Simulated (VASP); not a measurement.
# Os (P6_3/mmc) in VASP: further runs

Runs on Os. Level: PBE. Tasks: single point.

All numbers are computed with VASP 6.6.1; they aren't measurements. Logs are shortened: lines on timing, memory, paths and dates and some standing lists are left out, and cuts for length are marked.

## (1) The cell of the first run

It takes space group P6_3/mmc (No. 194, hexagonal). The conventional cell has a = 2.734 Å, b = 2.734 Å, c = 4.320 Å, α = 90.00°, β = 90.00°, γ = 120.00°. Os (site symmetry -6m2) has 12 Os at 2.68 to 2.73 Å within 3.5 Å.

## (2) Single point, PBE

The input, INCAR:

```
PREC = Accurate ; ENCUT = 600
EDIFF = 1E-6 ; ISMEAR = 1
SIGMA = 0.1 ; LREAL = False
LASPH = True ; NELM = 120
ALGO = Normal ; ISIF = 2
LWAVE = False ; LCHARG = False
GGA = PE ; NBANDS = 15
GGA_COMPAT = False
```

The input, KPOINTS:

```
regular mesh
0
Gamma
  10 10 6
```

The input, POSCAR:

```
Os
1.0
    2.7341000000      0.0000000000      0.0000000000
   -1.3670500000      2.3678000565      0.0000000000
    0.0000000000      0.0000000000      4.3197000000
Os
2
Direct
    0.6666666667      0.3333333333      0.7500000000
    0.3333333333      0.6666666667      0.2500000000
```

Potentials or basis: VASP PAW PBE potentials, release 64 (Os).

Run with:

```
$ cat potpaw_PBE.64/Os/POTCAR > POTCAR
$ mpirun -np 1 vasp_std > vasp.out
```

OUTCAR:

```text
PREC = Accurate
   ENCUT = 600
   EDIFF = 1E-6
   ISMEAR = 1
   LREAL = False
   LASPH = True
   NELM = 120
   ISIF = 2
   GGA = PE

 ion  position               nearest neighbor table
   1  0.667  0.333  0.750-   2 2.68   2 2.68   2 2.68   2 2.68   2 2.68   2 2.68
   2  0.333  0.667  0.250-   1 2.68   1 2.68   1 2.68   1 2.68   1 2.68   1 2.68

  LATTYP: Found a hexagonal cell.
 ALAT       =     2.7341000000
 C/A-ratio  =     1.5799348963

  Lattice vectors:

 A1 = (   2.7341000000,   0.0000000000,   0.0000000000)
 A2 = (  -1.3670500000,   2.3678000565,   0.0000000000)
 A3 = (   0.0000000000,   0.0000000000,   4.3197000000)

Analysis of symmetry for initial positions (statically):
=====================================================================
 Subroutine PRICEL returns:
 Original cell was already a primitive cell.

 Routine SETGRP: Setting up the symmetry group for a
 hexagonal supercell.

 Subroutine GETGRP returns: Found 24 space group operations
 (whereof 12 operations were pure point group operations)
 out of a pool of 24 trial point group operations.

The static configuration has the point symmetry D_3d.
 The point group associated with its full space group is D_6h.

Analysis of symmetry for dynamics (positions and initial velocities):
=====================================================================
 Subroutine PRICEL returns:
 Original cell was already a primitive cell.

 Routine SETGRP: Setting up the symmetry group for a
 hexagonal supercell.

 Subroutine GETGRP returns: Found 24 space group operations
 (whereof 12 operations were pure point group operations)
 out of a pool of 24 trial point group operations.

The dynamic configuration has the point symmetry D_3d.
 The point group associated with its full space group is D_6h.

 Subroutine INISYM returns: Found 24 space group operations
 (whereof 12 operations are pure point group operations),
 and found     1 'primitive' translations

----------------------------------------------------------------------------------------

                                     Primitive cell

  volume of cell :      27.9649

  direct lattice vectors                    reciprocal lattice vectors
     2.734100000  0.000000000  0.000000000     0.365751070  0.211166479  0.000000000
    -1.367050000  2.367800057  0.000000000     0.000000000  0.422332957  0.000000000
     0.000000000  0.000000000  4.319700000     0.000000000  0.000000000  0.231497558

  length of vectors
     2.734100000  2.734100000  4.319700000     0.422332957  0.422332957  0.231497558

  position of ions in fractional coordinates (direct lattice)
     0.666666667  0.333333333  0.750000000
     0.333333333  0.666666667  0.250000000

  ion indices of the primitive-cell ions
   primitive index   ion index
                 1           1
                 2           2

----------------------------------------------------------------------------------------

 KPOINTS: regular mesh

Automatic generation of k-mesh.
 Grid dimensions read from file:
 generate k-points for:   10   10    6

 Generating k-lattice:

  Cartesian coordinates                     Fractional coordinates (reciprocal lattice)
     0.036575107  0.021116648  0.000000000     0.100000000 -0.000000000  0.000000000
     0.000000000  0.042233296  0.000000000     0.000000000  0.100000000  0.000000000
     0.000000000  0.000000000  0.038582926     0.000000000  0.000000000  0.166666667

  Length of vectors
     0.042233296  0.042233296  0.038582926

  Shift w.r.t. Gamma in fractional coordinates (k-lattice)
     0.000000000  0.000000000  0.000000000

 Subroutine IBZKPT returns following result:
 ===========================================

 Found     56 irreducible k-points:

 Following reciprocal coordinates:
            Coordinates               Weight
  0.000000  0.000000  0.000000      1.000000
  0.100000 -0.000000  0.000000      6.000000
  0.200000 -0.000000  0.000000      6.000000
  0.300000 -0.000000  0.000000      6.000000
  0.400000 -0.000000  0.000000      6.000000
  0.500000  0.000000  0.000000      3.000000
[... 16 lines left out ...]
  0.300000  0.100000  0.166667     24.000000
  0.400000  0.100000  0.166667     24.000000
 [... further k-points ...]
   k-points           NKPTS =     56   k-points in BZ     NKDIM =     56   number of bands    NBANDS=     15
   number of dos      NEDOS =    301   number of ions     NIONS =      2
   total plane-waves  NPLWV =  20736
   dimension x,y,z NGX =    24 NGY =   24 NGZ =   36
   dimension x,y,z NGXF=    48 NGYF=   48 NGZF=   72
   ions per type =               2
   NGX,Y,Z   is equivalent  to a cutoff of  14.59, 14.59, 13.85 a.u.
   NGXF,Y,Z  is equivalent  to a cutoff of  29.19, 29.19, 27.71 a.u.
 SYSTEM =  unknown system
   PREC   = accura    normal or accurate (medium, high low for compatibility)
   ISTART =      0    job   : 0-new  1-cont  2-samecut
   ICHARG =      2    charge: 1-file 2-atom 10-const
   ISPIN  =      1    spin polarized calculation?
   LNONCOLLINEAR =      F non collinear calculations
   LSORBIT =      F    spin-orbit coupling
   LASPH  =      T    aspherical Exc in radial PAW
   ENCUT  =  600.0 eV  44.10 Ry    6.64 a.u.   5.46  5.46  8.63*2*pi/ulx,y,z
   NELM   =    120;   NELMIN=  2; NELMDL= -5     # of ELM steps
   EDIFF  = 0.1E-05   stopping-criterion for ELM
   LREAL  =      F    real-space projection
   EDIFFG = 0.1E-04   stopping-criterion for IOM
   NSW    =      0    number of steps for IOM
   IBRION =     -1    ionic relax: 0-MD 1-quasi-New 2-CG
   NFREE  =      0    steps in history (QN), initial steepest desc. (CG)
   ISIF   =      2    stress and relaxation
   ISYM   =      2    0-nonsym 1-usesym 2-fastsym
   POTIM  = 0.5000    time-step for ionic-motion
   TEBEG  =    0.0;   TEEND  =   0.0 temperature during run
   PSTRESS=    0.0 pullay stress
   NELECT =      16.0000    total number of electrons
   NUPDOWN=      -1.0000    fix difference up-down
   EMIN   =  10.00;   EMAX   =-10.00  energy-range for DOS
   EFERMI =   0.00;   METHOD = LEGACY
   ISMEAR =     1;   SIGMA  =   0.10  broadening in eV -4-tet -1-fermi 0-gaus
   EFERMI_NEDOS =   21; number of points for ismear=-14 and -15
   IALGO  =     38    algorithm
   IMIX   =      4    mixing-type and parameters
     AMIX     =   0.40;   BMIX     =  1.00
     AMIX_MAG =   1.60;   BMIX_MAG =  1.00
  volume/ion in A,a.u.               =      13.98        94.36
  Fermi-wavevector in a.u.,A,eV,Ry     =   1.359076  2.568282 25.131161  1.847088
  Thomas-Fermi vector in A             =   2.485855
   LORBIT       =      0    0 simple, 1 ext, 2 COOP (PROOUT), +10 PAW based schemes
   GGA     = PE    functional components
   LHFCALC =     F    Hartree Fock is set to
   AEXX    =    0.0000 exact exchange contribution
   IVDW    =     0    specifies the selected vdW correction
   LEPSILON=     F    determine dielectric tensor
   LRPA    =     F    only Hartree local field effects (RPA)
 non-spin polarized calculation
 Methfessel and Paxton  Order N= 1 SIGMA  =   0.10
  energy-cutoff  :      600.00
  volume of cell :       27.96
 maximum number of plane-waves:       965
 NGX is ok and might be reduce to    24
   NGX = 11   NGY = 11   NGZ = 17

 number of electron      16.0000001 magnetization

 Free energy of the ion-electron system (eV)
  ---------------------------------------------------
  ext. energy  EPLUGINS =         0.00000000
  ---------------------------------------------------
  free energy    TOTEN  =       -22.46300537 eV

  energy without entropy =      -22.46301562  energy(sigma->0) =      -22.46300879

 E-fermi :   9.5735     XC(G=0): -14.0617

 val. band max:        9.5021077910   @ k =   0.0000   0.0000   0.0000
 cond. band min:       9.5842238281   @ k =   0.1000   0.1000   0.3333
 fundamental gap:      0.0821160371
 Fermi energy:         9.5734654182

 k-point     1 :       0.0000    0.0000    0.0000
  band No.  band energies     occupation
      1      -1.4729      2.00000
      2       1.6717      2.00000
      3       6.4137      2.00000
      4       6.4137      2.00000
      5       6.6656      2.00000
      6       7.2556      2.00000
      7       7.2556      2.00000
      8       7.9093      2.00000
      9       7.9093      2.00000
     10       9.5021      1.92905
     11      11.1614     -0.00000
     12      11.1614     -0.00000
     13      18.5508      0.00000
     14      23.5090      0.00000
     15      26.2254      0.00000

 k-point     2 :       0.1000   -0.0000    0.0000
  band No.  band energies     occupation
      1      -1.0722      2.00000
      2       2.0216      2.00000
      3       5.7897      2.00000
      4       6.7691      2.00000
      5       6.9918      2.00000
      6       7.2372      2.00000
      7       7.3144      2.00000
      8       7.5870      2.00000
      9       7.6357      2.00000
     10       8.3481      2.00000
     11      11.3482     -0.00000
     12      13.0212      0.00000
     13      18.5099      0.00000
     14      24.3141      0.00000
     15      26.7252      0.00000

 k-point     3 :       0.2000   -0.0000    0.0000
  band No.  band energies     occupation
      1       0.0121      2.00000
      2       2.7728      2.00000
      3       5.1350      2.00000
      4       5.6611      2.00000
      5       6.5334      2.00000
      6       7.0471      2.00000
      7       7.7477      2.00000
      8       7.7884      2.00000
      9       8.1108      2.00000
     10       8.5275      2.00000
     11      11.7036      0.00000
     12      15.6708      0.00000
     13      18.2769      0.00000
     14      25.0330      0.00000
     15      26.5793      0.00000
[... 343 lines left out ...]
 k-point    23 :       0.3000    0.1000    0.1667
  band No.  band energies     occupation
      1       2.0582      2.00000
      2       3.1370      2.00000
      3       3.8694      2.00000
      4       4.9503      2.00000
      5       6.1871      2.00000
      6       6.8352      2.00000
      7       7.3825      2.00000
      8       9.6190      0.31061
      9      10.7237     -0.00000
     10      10.9314     -0.00000
     11      12.0538      0.00000
     12      16.5576      0.00000
     13      19.0922      0.00000
     14      22.1762      0.00000
     15      22.7812      0.00000

 k-point    24 :       0.4000    0.1000    0.1667
  band No.  band energies     occupation
      1       2.1558      2.00000
      2       2.7505      2.00000
      3       3.9335      2.00000
      4       4.9020      2.00000
      5       5.9795      2.00000
      6       7.5808      2.00000
      7       7.9031      2.00000
      8      10.9322     -0.00000
      9      11.3811     -0.00000
     10      11.7493      0.00000
     11      13.2955      0.00000
     12      15.8996      0.00000
     13      18.4903      0.00000
     14      20.5623      0.00000
     15      21.6361      0.00000

 [... further k-points ...]
[... 5 lines left out ...]
  --------------------------------------------------------------------------------------
  -------------------------------------------------------------------------------------
  Total        1.7255933      1.7255933      1.2273338     -0.0000000     -0.0000000      0.0000000
  in kB       98.8635081     98.8635081     70.3169922     -0.0000000     -0.0000000      0.0000000
  external PRESSURE =      89.3480028 kB  Pullay stress =       0.0000000 kB

 VOLUME and BASIS-vectors are now :
 -----------------------------------------------------------------------------
  energy-cutoff  :      600.00
  volume of cell :       27.96
      direct lattice vectors                 reciprocal lattice vectors
     2.734100000  0.000000000  0.000000000     0.365751070  0.211166479  0.000000000
    -1.367050000  2.367800057  0.000000000     0.000000000  0.422332957  0.000000000
     0.000000000  0.000000000  4.319700000     0.000000000  0.000000000  0.231497558

 POSITION                                       TOTAL-FORCE (eV/Angst)
 -----------------------------------------------------------------------------------
      1.36705      0.78927      3.23977         0.000000      0.000000      0.000000
     -0.00000      1.57853      1.07993        -0.000000     -0.000000      0.000000
 -----------------------------------------------------------------------------------
    total drift:                               -0.000000      0.000000     -0.000000

  FREE ENERGIE OF THE ION-ELECTRON SYSTEM (eV)
  ---------------------------------------------------
  free  energy   TOTEN  =       -22.4630053714 eV

  energy  without entropy=      -22.4630156179  energy(sigma->0) =      -22.46300879
```

Run time: 31 s. Hardware: 1 thread of AMD EPYC 7R43 (Zen 3), shared host; peak memory 0.14 GiB.

What came out:

| Property | Result |
| --- | --- |
| Free energy | -22.4630 eV |
| Pressure | 8.9 GPa |
| Band gap on the k mesh | zero (band 8 reaches 11.51 eV, above the bottom of band 9 at 7.64 eV) |

Caveat: spin-orbit coupling is left out, which moves the levels of the heavy elements.

## (3) Single point, PBE

The input, INCAR:

```
SYSTEM = Os
PREC = Accurate ; ENCUT = 600
EDIFF = 1E-6 ; ISMEAR = 1
SIGMA = 0.1 ; LREAL = .FALSE.
LASPH = .TRUE. ; NELM = 120
ALGO = Normal ; ISIF = 2
LWAVE = .FALSE. ; LCHARG = .FALSE.
GGA = PE ; NBANDS = 15
GGA_COMPAT = .FALSE.
```

The input, KPOINTS:

```
regular mesh
0
G
  13 13 7
  0 0 0
```

POSCAR is that of step 2.

Potentials or basis: VASP PAW PBE potentials, release 64 (Os).

Run with:

```
$ cat potpaw_PBE.64/Os/POTCAR > POTCAR
$ mpirun -np 1 vasp_std > vasp.out
```

Run time: 55 s. Hardware: 1 thread of AMD EPYC 7R43 (Zen 3), shared host; peak memory 0.14 GiB.

Results (log left out):

| Property | Result |
| --- | --- |
| Free energy | -22.4863 eV |
| Pressure | 8.7 GPa |
| Band gap on the k mesh | zero (band 8 reaches 11.56 eV, above the bottom of band 9 at 7.75 eV) |

Stress tensor (GPa, compression positive):
```
9.14 0.00 0.00
0.00 9.14 0.00
0.00 0.00 7.90
```

Levels at points of the mesh, in eV from the Fermi level:
```tsv
k point	band 5	band 6	band 7	band 8	band 9	band 10	band 11	band 12
(0.00, 0.00, 0.00)	-2.86	-2.27	-2.27	-1.62	-1.62	-0.03	1.64	1.64
```

Caveat: spin-orbit coupling is left out, which moves the levels of the heavy elements.
